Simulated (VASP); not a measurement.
# Pt (Fm-3m) in VASP: further runs

Runs on Pt. Level: LDA. Tasks: single point.

Everything below comes from runs of VASP 6.6.1. Logs are shortened: lines on timing, memory, paths and dates and some standing lists are left out, and cuts for length are marked.

### Step 1. The cell of the first run

It takes space group Fm-3m (No. 225, cubic). Conventional cell: a = 3.895 Å, b = 3.895 Å, c = 3.895 Å, α = 90.00°, β = 90.00°, γ = 90.00°. Pt (site symmetry m-3m) has 12 Pt at 2.75 Å within 3.6 Å.

### Step 2. Single point, LDA

The input, INCAR:

```
SYSTEM = Pt
ALGO = Normal ; EDIFF = 1E-6
ENCUT = 520 ; GGA = CA
ISIF = 2 ; ISMEAR = -1
LASPH = .True. ; LCHARG = .False.
LREAL = .False. ; LWAVE = .False.
NBANDS = 11 ; NELM = 60
PREC = Accurate ; SIGMA = 0.1
```

The input, KPOINTS:

```
k-points
0
Gamma
  5 5 5
  0 0 0
```

The input, POSCAR:

```
Pt
1.0
    0.0000000000      1.9474302061      1.9474302061
    1.9474302061      0.0000000000      1.9474302061
    1.9474302061      1.9474302061      0.0000000000
Pt
1
Direct
    0.0000000000      0.0000000000      0.0000000000
```

Potentials or basis: VASP PAW LDA potentials, release 64 (Pt).

The run is started by

```sh
cat potpaw_LDA.64/Pt/POTCAR > POTCAR
mpirun -np 1 vasp_std > vasp.out
```

OUTCAR:

```text
SYSTEM = Pt
   EDIFF = 1E-6
   ENCUT = 520
   GGA = CA
   ISIF = 2
   ISMEAR = -1
   LASPH = .True.
   LREAL = .False.
   NELM = 60
   PREC = Accurate

 ion  position               nearest neighbor table
   1  0.000  0.000  0.000-

  LATTYP: Found a face centered cubic cell.
 ALAT       =     3.8948604122

  Lattice vectors:

 A1 = (   0.0000000000,   1.9474302061,   1.9474302061)
 A2 = (   1.9474302061,   0.0000000000,   1.9474302061)
 A3 = (   1.9474302061,   1.9474302061,   0.0000000000)

Analysis of symmetry for initial positions (statically):
=====================================================================
 Subroutine PRICEL returns:
 Original cell was already a primitive cell.

 Routine SETGRP: Setting up the symmetry group for a
 face centered cubic supercell.

 Subroutine GETGRP returns: Found 48 space group operations
 (whereof 48 operations were pure point group operations)
 out of a pool of 48 trial point group operations.

The static configuration has the point symmetry O_h .

Analysis of symmetry for dynamics (positions and initial velocities):
=====================================================================
 Subroutine PRICEL returns:
 Original cell was already a primitive cell.

 Routine SETGRP: Setting up the symmetry group for a
 face centered cubic supercell.

 Subroutine GETGRP returns: Found 48 space group operations
 (whereof 48 operations were pure point group operations)
 out of a pool of 48 trial point group operations.

The dynamic configuration has the point symmetry O_h .

 Subroutine INISYM returns: Found 48 space group operations
 (whereof 48 operations are pure point group operations),
 and found     1 'primitive' translations

----------------------------------------------------------------------------------------

                                     Primitive cell

  volume of cell :      14.7712

  direct lattice vectors                    reciprocal lattice vectors
     0.000000000  1.947430206  1.947430206    -0.256748611  0.256748611  0.256748611
     1.947430206  0.000000000  1.947430206     0.256748611 -0.256748611  0.256748611
     1.947430206  1.947430206  0.000000000     0.256748611  0.256748611 -0.256748611

  length of vectors
     2.754082209  2.754082209  2.754082209     0.444701639  0.444701639  0.444701639

  position of ions in fractional coordinates (direct lattice)
     0.000000000  0.000000000  0.000000000

  ion indices of the primitive-cell ions
   primitive index   ion index
                 1           1

----------------------------------------------------------------------------------------

 KPOINTS: k-points

Automatic generation of k-mesh.
 Grid dimensions read from file:
 generate k-points for:    5    5    5

 Generating k-lattice:

  Cartesian coordinates                     Fractional coordinates (reciprocal lattice)
    -0.051349722  0.051349722  0.051349722     0.200000000  0.000000000  0.000000000
     0.051349722 -0.051349722  0.051349722     0.000000000  0.200000000  0.000000000
     0.051349722  0.051349722 -0.051349722     0.000000000  0.000000000  0.200000000

  Length of vectors
     0.088940328  0.088940328  0.088940328

  Shift w.r.t. Gamma in fractional coordinates (k-lattice)
     0.000000000  0.000000000  0.000000000

 Subroutine IBZKPT returns following result:
 ===========================================

 Found     10 irreducible k-points:

 Following reciprocal coordinates:
            Coordinates               Weight
  0.000000  0.000000  0.000000      1.000000
  0.200000  0.000000  0.000000      8.000000
  0.400000  0.000000  0.000000      8.000000
  0.200000  0.200000  0.000000      6.000000
  0.400000  0.200000  0.000000     24.000000
 -0.400000  0.200000  0.000000     24.000000
 -0.200000  0.200000  0.000000     12.000000
  0.400000  0.400000  0.000000      6.000000
 -0.400000  0.400000  0.000000     12.000000
 -0.400000  0.400000  0.200000     24.000000
   k-points           NKPTS =     10   k-points in BZ     NKDIM =     10   number of bands    NBANDS=     11
   number of dos      NEDOS =    301   number of ions     NIONS =      1
   total plane-waves  NPLWV =   8000
   dimension x,y,z NGX =    20 NGY =   20 NGZ =   20
   dimension x,y,z NGXF=    40 NGYF=   40 NGZF=   40
   ions per type =               1
   NGX,Y,Z   is equivalent  to a cutoff of  12.07, 12.07, 12.07 a.u.
   NGXF,Y,Z  is equivalent  to a cutoff of  24.15, 24.15, 24.15 a.u.
 SYSTEM =  Pt
   PREC   = accura    normal or accurate (medium, high low for compatibility)
   ISTART =      0    job   : 0-new  1-cont  2-samecut
   ICHARG =      2    charge: 1-file 2-atom 10-const
   ISPIN  =      1    spin polarized calculation?
   LNONCOLLINEAR =      F non collinear calculations
   LSORBIT =      F    spin-orbit coupling
   LASPH  =      T    aspherical Exc in radial PAW
   ENCUT  =  520.0 eV  38.22 Ry    6.18 a.u.   5.12  5.12  5.12*2*pi/ulx,y,z
   NELM   =     60;   NELMIN=  2; NELMDL= -5     # of ELM steps
   EDIFF  = 0.1E-05   stopping-criterion for ELM
   LREAL  =      F    real-space projection
   EDIFFG = 0.1E-04   stopping-criterion for IOM
   NSW    =      0    number of steps for IOM
   IBRION =     -1    ionic relax: 0-MD 1-quasi-New 2-CG
   NFREE  =      0    steps in history (QN), initial steepest desc. (CG)
   ISIF   =      2    stress and relaxation
   ISYM   =      2    0-nonsym 1-usesym 2-fastsym
   POTIM  = 0.5000    time-step for ionic-motion
   TEBEG  =    0.0;   TEEND  =   0.0 temperature during run
   PSTRESS=    0.0 pullay stress
   NELECT =      10.0000    total number of electrons
   NUPDOWN=      -1.0000    fix difference up-down
   EMIN   =  10.00;   EMAX   =-10.00  energy-range for DOS
   EFERMI =   0.00;   METHOD = LEGACY
   ISMEAR =    -1;   SIGMA  =   0.10  broadening in eV -4-tet -1-fermi 0-gaus
   EFERMI_NEDOS =   21; number of points for ismear=-14 and -15
   IALGO  =     38    algorithm
   IMIX   =      4    mixing-type and parameters
     AMIX     =   0.40;   BMIX     =  1.00
     AMIX_MAG =   1.60;   BMIX_MAG =  1.00
  volume/ion in A,a.u.               =      14.77        99.68
  Fermi-wavevector in a.u.,A,eV,Ry     =   1.437484  2.716450 28.114526  2.066359
  Thomas-Fermi vector in A             =   2.556556
   LORBIT       =      0    0 simple, 1 ext, 2 COOP (PROOUT), +10 PAW based schemes
   GGA     = CA    functional components
   LHFCALC =     F    Hartree Fock is set to
   AEXX    =    0.0000 exact exchange contribution
   IVDW    =     0    specifies the selected vdW correction
   LEPSILON=     F    determine dielectric tensor
   LRPA    =     F    only Hartree local field effects (RPA)
 non-spin polarized calculation
  energy-cutoff  :      520.00
  volume of cell :       14.77
 maximum number of plane-waves:       411
   NGX = 11   NGY = 11   NGZ = 11

 number of electron      10.0000000 magnetization

 Free energy of the ion-electron system (eV)
  ---------------------------------------------------
  ext. energy  EPLUGINS =         0.00000000
  ---------------------------------------------------
  free energy    TOTEN  =        -7.23459846 eV

  energy without entropy =       -7.14269328  energy(sigma->0) =       -7.18864587

 E-fermi :  11.5125     XC(G=0): -13.8090

 val. band max:       11.4892143848   @ k =   0.4000   0.2000   0.0000
 cond. band min:      11.6218279272   @ k =  -0.4000   0.4000   0.0000
 fundamental gap:      0.1326135424
 Fermi energy:        11.5124844751

 k-point     1 :       0.0000    0.0000    0.0000
  band No.  band energies     occupation
      1       1.0689      2.00000
      2       7.6129      2.00000
      3       7.6129      2.00000
      4       7.6129      2.00000
      5       9.8729      2.00000
      6       9.8729      2.00000
      7      26.1110      0.00000
      8      31.1427      0.00000
      9      31.1427      0.00000
     10      31.1427      0.00000
     11      36.6702      0.00000

 k-point     2 :       0.2000    0.0000    0.0000
  band No.  band energies     occupation
      1       2.5419      2.00000
      2       7.1797      2.00000
      3       8.0092      2.00000
      4       8.0092      2.00000
      5       9.8185      2.00000
      6       9.8185      2.00000
      7      26.5249      0.00000
      8      27.9226      0.00000
      9      33.4864      0.00000
     10      33.4864      0.00000
     11      35.7782      0.00000

 k-point     3 :       0.4000    0.0000    0.0000
  band No.  band energies     occupation
      1       3.9636      2.00000
      2       7.6586      2.00000
      3       7.6586      2.00000
      4       9.4958      2.00000
      5      11.2346      1.88300
      6      11.2346      1.88300
      7      19.6179      0.00000
      8      26.1486      0.00000
      9      31.5544      0.00000
     10      31.5544      0.00000
     11      39.0858      0.00000

 k-point     4 :       0.2000    0.2000    0.0000
  band No.  band energies     occupation
      1       3.0592      2.00000
      2       6.4247      2.00000
      3       8.6400      2.00000
      4       8.7345      2.00000
      5       8.7345      2.00000
      6      10.4161      1.99997
      7      29.2313      0.00000
      8      29.2441      0.00000
      9      30.2515      0.00000
     10      30.2515      0.00000
     11      35.9291      0.00000
[... 43 lines left out ...]
 k-point     8 :       0.4000    0.4000    0.0000
  band No.  band energies     occupation
      1       4.4083      2.00000
      2       4.9096      2.00000
      3      11.1779      1.93194
      4      11.3902      1.54530
      5      11.3902      1.54530
      6      11.4007      1.50704
      7      23.5861      0.00000
      8      24.2221      0.00000
      9      24.2221      0.00000
     10      31.3785      0.00000
     11      34.4943      0.00000

 k-point     9 :      -0.4000    0.4000    0.0000
  band No.  band energies     occupation
      1       4.8152      2.00000
      2       5.4739      2.00000
      3       9.2193      2.00000
      4      10.5819      1.99982
      5      11.6218      0.50194
      6      17.1734      0.00000
      7      18.2392      0.00000
      8      22.1749      0.00000
      9      25.2425      0.00000
     10      32.4637      0.00000
     11      37.0737      0.00000

 k-point    10 :      -0.4000    0.4000    0.2000
  band No.  band energies     occupation
      1       5.7819      2.00000
      2       6.1779      2.00000
      3       7.0874      2.00000
      4       9.8963      2.00000
      5      11.3757      1.59409
      6      15.7293      0.00000
      7      20.8733      0.00000
      8      22.2037      0.00000
      9      25.6327      0.00000
     10      34.4236      0.00000
     11      35.2393      0.00000

------------------------ aborting loop because EDIFF is reached ----------------------------------------

  FORCE on cell =-STRESS in cart. coord.  units (eV):
  Direction    XX          YY          ZZ          XY          YZ          ZX
  --------------------------------------------------------------------------------------
  -------------------------------------------------------------------------------------
  Total        0.5982384      0.5982384      0.5982384      0.0000000      0.0000000     -0.0000000
  in kB       64.8887156     64.8887156     64.8887156      0.0000000      0.0000000     -0.0000000
  external PRESSURE =      64.8887156 kB  Pullay stress =       0.0000000 kB

 VOLUME and BASIS-vectors are now :
 -----------------------------------------------------------------------------
  energy-cutoff  :      520.00
  volume of cell :       14.77
      direct lattice vectors                 reciprocal lattice vectors
     0.000000000  1.947430206  1.947430206    -0.256748611  0.256748611  0.256748611
     1.947430206  0.000000000  1.947430206     0.256748611 -0.256748611  0.256748611
     1.947430206  1.947430206  0.000000000     0.256748611  0.256748611 -0.256748611

 POSITION                                       TOTAL-FORCE (eV/Angst)
 -----------------------------------------------------------------------------------
      0.00000      0.00000      0.00000         0.000000      0.000000      0.000000
 -----------------------------------------------------------------------------------
    total drift:                                0.000000      0.000000      0.000000

  FREE ENERGIE OF THE ION-ELECTRON SYSTEM (eV)
  ---------------------------------------------------
  free  energy   TOTEN  =        -7.2345984648 eV

  energy  without entropy=       -7.1426932819  energy(sigma->0) =       -7.18864587
```

Wall time 2.6 s (1 thread of Intel Xeon Platinum 8559C (Emerald Rapids), shared host); peak memory 0.12 GiB.

Results:

```
Free energy            : -7.2346 eV
Pressure               : 6.5 GPa
Band gap on the k mesh : zero (band 5 reaches 11.62 eV, above the bottom of band 6 at 9.82 eV)
```

Levels at points of the mesh, in eV from the Fermi level:
| k point | band 2 | band 3 | band 4 | band 5 | band 6 | band 7 | band 8 | band 9 |
| --- | --- | --- | --- | --- | --- | --- | --- | --- |
| (0.00, 0.00, 0.00) | -3.90 | -3.90 | -3.90 | -1.64 | -1.64 | 14.60 | 19.63 | 19.63 |

Caveat: the k points lie up to 0.56 Å⁻¹ apart; spin-orbit coupling is left out, which moves the levels of the heavy elements.

### Step 3. Single point, LDA

The input, INCAR:

```
SYSTEM = Pt
PREC = Accurate
ENCUT = 520
EDIFF = 1E-6
ISMEAR = -1
SIGMA = 0.1
LREAL = .FALSE.
LASPH = .TRUE.
NELM = 100
ALGO = Normal
ISIF = 2
LWAVE = .FALSE.
LCHARG = .FALSE.
GGA = CA
NBANDS = 11
```

The input, KPOINTS:

```
Automatic mesh
0
G
  7 7 7
  0 0 0
```

POSCAR is that of step 2.

Potentials or basis: VASP PAW LDA potentials, release 64 (Pt).

The run is started by

```sh
cat potpaw_LDA.64/Pt/POTCAR > POTCAR
mpirun -np 1 vasp_std > vasp.out
```

Run time: 3.9 s. Hardware: 1 thread of Intel Xeon Platinum 8559C (Emerald Rapids), shared host; peak memory 0.11 GiB.

It converged, with:

```
Free energy            : -7.4984 eV
Pressure               : 2.5 GPa
Band gap on the k mesh : zero (band 5 reaches 11.87 eV, above the bottom of band 6 at 9.79 eV)
```

Levels at points of the mesh, in eV from the Fermi level:
```tsv
k point	band 3	band 4	band 5	band 6	band 7	band 8
(0.00, 0.00, 0.00)	-4.05	-4.05	-1.78	-1.78	14.41	19.46
```

Caveat: the k points lie up to 0.40 Å⁻¹ apart; spin-orbit coupling is left out, which moves the levels of the heavy elements.

### Step 4. Single point, LDA

The input, INCAR:

```
SYSTEM = Pt
PREC     = Accurate       ! precision mode
ENCUT    = 520            ! plane-wave cutoff, eV
EDIFF    = 1E-7           ! SCF threshold, eV
ISMEAR   = -1             ! smearing method
SIGMA    = 0.1            ! smearing width, eV
LREAL    = .FALSE.        ! projectors in reciprocal space
LASPH    = .TRUE.         ! aspherical terms in the spheres
NELM     = 60             ! most SCF steps
ALGO     = Normal         ! electronic algorithm
ISIF     = 2              ! what is computed and relaxed
LWAVE    = .FALSE.        ! write WAVECAR
LCHARG   = .TRUE.         ! write CHGCAR
GGA      = CA             ! functional
LELF     = .TRUE.         ! ELF
LVHAR    = .TRUE.       
NBANDS   = 11             ! bands
```

The input, KPOINTS:

```
Automatic mesh
0
G
  9 9 9
  0 0 0
```

POSCAR is that of step 3.

The run is started by

```sh
cat potpaw_LDA.64/Pt/POTCAR > POTCAR
mpirun -np 1 vasp_std > vasp.out
```

Run time: 5.1 s. Hardware: 1 thread of Intel Xeon Platinum 8559C (Emerald Rapids), shared host; peak memory 0.11 GiB.

The run converged. Its results:

| Item | Value |
| --- | --- |
| Free energy | -7.5590 eV |
| Pressure | 0.5 GPa |
| Band gap on the k mesh | zero (band 5 reaches 11.92 eV, above the bottom of band 6 at 9.78 eV) |

Levels at points of the mesh, in eV from the Fermi level:
```
           k point  band 3  band 4  band 5  band 6  band 7  band 8
(0.00, 0.00, 0.00)   -3.98   -3.98   -1.71   -1.71   14.52   19.56
```

Caveat: spin-orbit coupling is left out, which moves the levels of the heavy elements.

(Part 1 of 2 ends here.)
